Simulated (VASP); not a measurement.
# Ga3SbAs2 (I-4m2) in VASP: single point with PBE

Aim: the single point of Ga3SbAs2 with PBE.

Program: VASP 6.6.1. These are calculated values, not measurements. Logs are shortened: lines on timing, memory, paths and dates and some standing lists are left out, and cuts for length are marked.

### Step 1. The cell of the first run

The structure is tetragonal, space group I-4m2 (No. 119). The conventional cell has a = 3.977 Å, b = 3.977 Å, c = 16.875 Å, α = 90.00°, β = 90.00°, γ = 90.00°. Within 3.2 Å of Ga (site symmetry 2mm) lie 2 Sb at 2.44 Å and 2 As at 2.44 Å. Within 3.2 Å of Ga (site symmetry -4m2) lie 4 As at 2.44 Å. Within 3.2 Å of Sb (site symmetry -4m2) lie 4 Ga at 2.44 Å. Within 3.2 Å of As (site symmetry 2mm) lie 4 Ga at 2.44 Å.

### Step 2. Single point, PBE

Contents of INCAR:

```
SYSTEM = Ga3SbAs2
PREC = Accurate
ENCUT = 520
EDIFF = 1E-6
ISMEAR = 0
SIGMA = 0.1
LREAL = .FALSE.
LASPH = .TRUE.
NELM = 60
ALGO = Normal
ISIF = 2
LWAVE = .FALSE.
LCHARG = .FALSE.
GGA = PE
NBANDS = 36
```

Contents of KPOINTS:

```
regular mesh
0
G
  6 6 6
  0 0 0
```

Contents of POSCAR:

```
Ga3SbAs2
1.0
   -1.9887365900      1.9887365900      8.4374947600
    1.9887365900     -1.9887365900      8.4374947600
    1.9887365900      1.9887365900     -8.4374947600
Ga Sb As
3 1 2
Direct
    0.6666666700      0.6666666700      0.0000000000
    0.3333333300      0.3333333300      0.0000000000
    0.0000000000      0.0000000000      0.0000000000
    0.2500000000      0.7500000000      0.5000000000
    0.9166666700      0.4166666700      0.5000000000
    0.5833333300      0.0833333300      0.5000000000
```

Potentials or basis: VASP PAW PBE potentials, release 64 (Ga_d, Sb, As).

Run with:

```sh
cat potpaw_PBE.64/Ga_d/POTCAR potpaw_PBE.64/Sb/POTCAR potpaw_PBE.64/As/POTCAR > POTCAR
mpirun -np 1 vasp_std > vasp.out
```

OUTCAR:

```text
SYSTEM = Ga3SbAs2
   PREC = Accurate
   ENCUT = 520
   EDIFF = 1E-6
   ISMEAR = 0
   LREAL = .FALSE.
   LASPH = .TRUE.
   NELM = 60
   ISIF = 2
   GGA = PE

 ion  position               nearest neighbor table
   1  0.667  0.667  0.000-   4 2.44   4 2.44   6 2.44   6 2.44
   2  0.333  0.333  0.000-   4 2.44   4 2.44   5 2.44   5 2.44
   3  0.000  0.000  0.000-   6 2.44   5 2.44   6 2.44   5 2.44
   4  0.250  0.750  0.500-   2 2.44   1 2.44   2 2.44   1 2.44
   5  0.917  0.417  0.500-   3 2.44   3 2.44   2 2.44   2 2.44
   6  0.583  0.083  0.500-   3 2.44   3 2.44   1 2.44   1 2.44

  LATTYP: Found a body centered tetragonal cell.
 ALAT       =     3.9774731800
 C/A-ratio  =     4.2426406807

  Lattice vectors:

 A1 = (  -1.9887365900,   1.9887365900,   8.4374947600)
 A2 = (   1.9887365900,  -1.9887365900,   8.4374947600)
 A3 = (   1.9887365900,   1.9887365900,  -8.4374947600)

Analysis of symmetry for initial positions (statically):
=====================================================================
 Subroutine PRICEL returns:
 Original cell was already a primitive cell.

 Routine SETGRP: Setting up the symmetry group for a
 body centered tetragonal supercell.

 Subroutine GETGRP returns: Found  8 space group operations
 (whereof  8 operations were pure point group operations)
 out of a pool of 16 trial point group operations.

The static configuration has the point symmetry D_2d.

Analysis of symmetry for dynamics (positions and initial velocities):
=====================================================================
 Subroutine PRICEL returns:
 Original cell was already a primitive cell.

 Routine SETGRP: Setting up the symmetry group for a
 body centered tetragonal supercell.

 Subroutine GETGRP returns: Found  8 space group operations
 (whereof  8 operations were pure point group operations)
 out of a pool of 16 trial point group operations.

The dynamic configuration has the point symmetry D_2d.

 Subroutine INISYM returns: Found  8 space group operations
 (whereof  8 operations are pure point group operations),
 and found     1 'primitive' translations

----------------------------------------------------------------------------------------

                                     Primitive cell

  volume of cell :     133.4836

  direct lattice vectors                    reciprocal lattice vectors
    -1.988736590  1.988736590  8.437494760     0.000000000  0.251415900  0.059259296
     1.988736590 -1.988736590  8.437494760     0.251415900  0.000000000  0.059259296
     1.988736590  1.988736590 -8.437494760     0.251415900  0.251415900  0.000000000

[... 91 lines left out ...]
   EDIFF  = 0.1E-05   stopping-criterion for ELM
   LREAL  =      F    real-space projection
   EDIFFG = 0.1E-04   stopping-criterion for IOM
   NSW    =      0    number of steps for IOM
   IBRION =     -1    ionic relax: 0-MD 1-quasi-New 2-CG
   NFREE  =      0    steps in history (QN), initial steepest desc. (CG)
   ISIF   =      2    stress and relaxation
   ISYM   =      2    0-nonsym 1-usesym 2-fastsym
   POTIM  = 0.5000    time-step for ionic-motion
   TEBEG  =    0.0;   TEEND  =   0.0 temperature during run
   PSTRESS=    0.0 pullay stress
   NELECT =      54.0000    total number of electrons
   NUPDOWN=      -1.0000    fix difference up-down
   EMIN   =  10.00;   EMAX   =-10.00  energy-range for DOS
   EFERMI =   0.00;   METHOD = LEGACY
   ISMEAR =     0;   SIGMA  =   0.10  broadening in eV -4-tet -1-fermi 0-gaus
   EFERMI_NEDOS =   21; number of points for ismear=-14 and -15
   IALGO  =     38    algorithm
   IMIX   =      4    mixing-type and parameters
     AMIX     =   0.40;   BMIX     =  1.00
     AMIX_MAG =   1.60;   BMIX_MAG =  1.00
  volume/ion in A,a.u.               =      22.25       150.13
  Fermi-wavevector in a.u.,A,eV,Ry     =   1.210775  2.288033 19.945812  1.465976
  Thomas-Fermi vector in A             =   2.346311
   LORBIT       =      0    0 simple, 1 ext, 2 COOP (PROOUT), +10 PAW based schemes
   GGA     = PE    functional components
   LHFCALC =     F    Hartree Fock is set to
   AEXX    =    0.0000 exact exchange contribution
   IVDW    =     0    specifies the selected vdW correction
   LEPSILON=     F    determine dielectric tensor
   LRPA    =     F    only Hartree local field effects (RPA)
 non-spin polarized calculation
 Gauss-broadening in eV      SIGMA  =   0.10
  energy-cutoff  :      520.00
  volume of cell :      133.48
 maximum number of plane-waves:      3679
 NGX is ok and might be reduce to    70
   NGX = 33   NGY = 33   NGZ = 33

 number of electron      54.0000001 magnetization

 Free energy of the ion-electron system (eV)
  ---------------------------------------------------
  ext. energy  EPLUGINS =         0.00000000
  ---------------------------------------------------
  free energy    TOTEN  =       -22.82452321 eV

  energy without entropy =      -22.82452321  energy(sigma->0) =      -22.82452321

 E-fermi :   5.7630     XC(G=0):  -9.8527

 val. band max:        5.3387889234   @ k =   0.0000   0.0000   0.0000
 cond. band min:       6.1889436561   @ k =   0.0000   0.0000   0.0000
 fundamental gap:      0.8501547327
 Fermi energy:         5.7629660022

 k-point     1 :       0.0000    0.0000    0.0000
  band No.  band energies     occupation
      1      -9.9770      2.00000
      2      -9.9284      2.00000
      3      -9.8878      2.00000
      4      -9.8878      2.00000
      5      -9.8339      2.00000
      6      -9.8339      2.00000
[... 925 lines left out ...]
     35      10.1734      0.00000
     36      10.6995      0.00000

 [... further k-points ...]
[... 5 lines left out ...]
  --------------------------------------------------------------------------------------
  -------------------------------------------------------------------------------------
  Total       10.3483575     10.3483575      9.8856600      0.0000000      0.0000000      0.0000000
  in kB      124.2092588    124.2092588    118.6555935      0.0000000      0.0000000      0.0000000
  external PRESSURE =     122.3580370 kB  Pullay stress =       0.0000000 kB

 VOLUME and BASIS-vectors are now :
 -----------------------------------------------------------------------------
  energy-cutoff  :      520.00
  volume of cell :      133.48
      direct lattice vectors                 reciprocal lattice vectors
    -1.988736590  1.988736590  8.437494760     0.000000000  0.251415900  0.059259296
     1.988736590 -1.988736590  8.437494760     0.251415900  0.000000000  0.059259296
     1.988736590  1.988736590 -8.437494760     0.251415900  0.251415900  0.000000000

 POSITION                                       TOTAL-FORCE (eV/Angst)
 -----------------------------------------------------------------------------------
      0.00000      0.00000     11.24999        -0.000000      0.000000     -1.797935
      0.00000      0.00000      5.62500        -0.000000      0.000000      1.797935
      0.00000      0.00000      0.00000         0.000000     -0.000000     -0.000000
      1.98874      0.00000      4.21875         0.000000     -0.000000     -0.000000
      0.00000      1.98874      7.03125         0.000000     -0.000000      0.149594
      0.00000      1.98874      1.40625         0.000000     -0.000000     -0.149594
 -----------------------------------------------------------------------------------
    total drift:                                0.000002     -0.000002      0.000000

  FREE ENERGIE OF THE ION-ELECTRON SYSTEM (eV)
  ---------------------------------------------------
  free  energy   TOTEN  =       -22.8245232066 eV

  energy  without entropy=      -22.8245232066  energy(sigma->0) =      -22.82452321
```

OSZICAR:

```text
N       E                     dE             d eps       ncg     rms          rms(c)
DAV:   1     0.432976533853E+03    0.43298E+03   -0.25032E+04  2308   0.212E+03
DAV:   2     0.371321100772E+02   -0.39584E+03   -0.38176E+03  2348   0.521E+02
DAV:   3    -0.204289881275E+02   -0.57561E+02   -0.56240E+02  2508   0.150E+02
DAV:   4    -0.231826239076E+02   -0.27536E+01   -0.27384E+01  2616   0.341E+01
DAV:   5    -0.232483986312E+02   -0.65775E-01   -0.65714E-01  2660   0.521E+00    0.609E+00
DAV:   6    -0.228838081043E+02    0.36459E+00   -0.56228E-01  3076   0.931E+00    0.380E+00
DAV:   7    -0.228233195054E+02    0.60489E-01   -0.41927E-01  2568   0.328E+00    0.820E-01
DAV:   8    -0.228228906908E+02    0.42881E-03   -0.69895E-02  2584   0.288E+00    0.258E-01
DAV:   9    -0.228240510176E+02   -0.11603E-02   -0.85035E-03  2784   0.101E+00    0.751E-02
DAV:  10    -0.228243290063E+02   -0.27799E-03   -0.96401E-04  2932   0.204E-01    0.398E-02
DAV:  11    -0.228245204140E+02   -0.19141E-03   -0.27461E-04  2336   0.872E-02    0.977E-03
DAV:  12    -0.228245228440E+02   -0.24300E-05   -0.19749E-05  2804   0.287E-02    0.117E-02
DAV:  13    -0.228245232066E+02   -0.36257E-06   -0.25370E-06  2068   0.917E-03
   1 F= -.22824523E+02 E0= -.22824523E+02  d E =-.124186E-10
```

stdout:

```text
POSCAR found type information on POSCAR GaSbAs
 POSCAR found :  3 types and       6 ions
 scaLAPACK will be used
 LDA part: xc-table for (Slater+PW92), standard interpolation
 POSCAR, INCAR and KPOINTS ok, starting setup
 FFT: planning ... GRIDC
 FFT: planning ... GRID_SOFT
 FFT: planning ... GRID
 WAVECAR not read
 entering main loop
```

Run time: 17 min. Hardware: 1 thread of Intel Xeon 8259CL, shared host; peak memory 0.72 GiB.

What came out:

- Free energy: -22.8245 eV
- Pressure: 12.2 GPa
- Largest force: 1.798 eV/Å
- Band gap on the k mesh: 0.85 eV

Forces in eV/Å, atoms in the order of the input:
```
Ga   0.000  0.000 -1.798
Ga   0.000  0.000  1.798
Ga   0.000  0.000  0.000
Sb   0.000  0.000  0.000
As   0.000  0.000  0.150
As   0.000  0.000 -0.150
```

Levels at points of the mesh, in eV from the valence-band top:
```csv
k point,band 23,band 24,band 25,band 26,band 27,band 28,band 29,band 30,band 31,band 32
"(0.00, 0.00, 0.00)",-2.51,-2.51,-0.04,0.00,0.00,0.85,1.11,1.46,2.41,2.51
"(0.50, 0.00, 0.00)",-3.15,-1.50,-1.43,-1.33,-1.15,0.95,2.28,2.65,4.23,4.27
"(0.50, 0.50, 0.00)",-3.74,-3.61,-3.60,-3.02,-3.02,1.12,1.25,3.06,3.11,3.11
"(0.50, 0.50, 0.50)",-2.43,-1.33,-1.33,-1.06,-1.06,1.14,1.23,2.16,2.18,3.27
```

Caveat: the cell stands under pressure; spin-orbit coupling is left out, which moves the levels of the heavy elements; forces of over 1 eV/Å act on the atoms, so gaps and moduli don't describe the material at rest. A k mesh can miss the band edges.
